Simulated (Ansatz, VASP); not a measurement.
# One calculation of Nb2Te6Mo, two programs

```
Nb Te Mo
1.0
     3.72377    0.00000    0.00000
    -1.86188    3.22488    0.00000
     0.00000    0.00000   21.46384
Nb Te Mo
2 6 1
Direct
  0.00000 0.00000 0.83333
  0.00000 0.00000 0.16667
  0.66667 0.33333 0.08188
  0.66667 0.33333 0.41521
  0.66667 0.33333 0.74854
  0.33333 0.66667 0.91812
  0.33333 0.66667 0.25146
  0.33333 0.66667 0.58479
  0.00000 0.00000 0.50000
```

Alike in both runs: task single point; functional PBE; k mesh 6 × 6 × 1; occupations gaussian, width 0.1 eV; no spin polarisation.

```csv
,VASP,Ansatz
version,VASP 6.6.1,Ansatz 0.2.0
potentials or method,"VASP PAW PBE potentials, release 64 (Nb_sv, Te, Mo_sv), cutoff 520 eV","scalar-relativistic, plane waves, PAW"
valence electrons in the cell,76,136
```

|  | VASP | Ansatz | Ansatz less VASP |
| --- | --- | --- | --- |
| gap on the k mesh at the Fermi level (eV) | none | none | - |
| pressure (GPa) | -2.2 | -2.2 | +0.04 |
| traceless stress, the component that is largest in VASP (GPa) | 1.26 | 1.23 | -0.033 |
| rms of the force components (eV/Å) | 0.159 | 0.162 | +0.0028 |

Atom by atom the forces differ by 0.004 eV/Å (rms over components). A gap of «none» marks a metal or a gap that the smearing closes. The functional is the same, so the differences come from potentials, cutoffs and numerics. VASP's potentials hold 76 valence electrons a cell and Ansatz's 136, so a difference there can come from the potentials and not from the codes.

Neither program's run includes spin-orbit coupling.
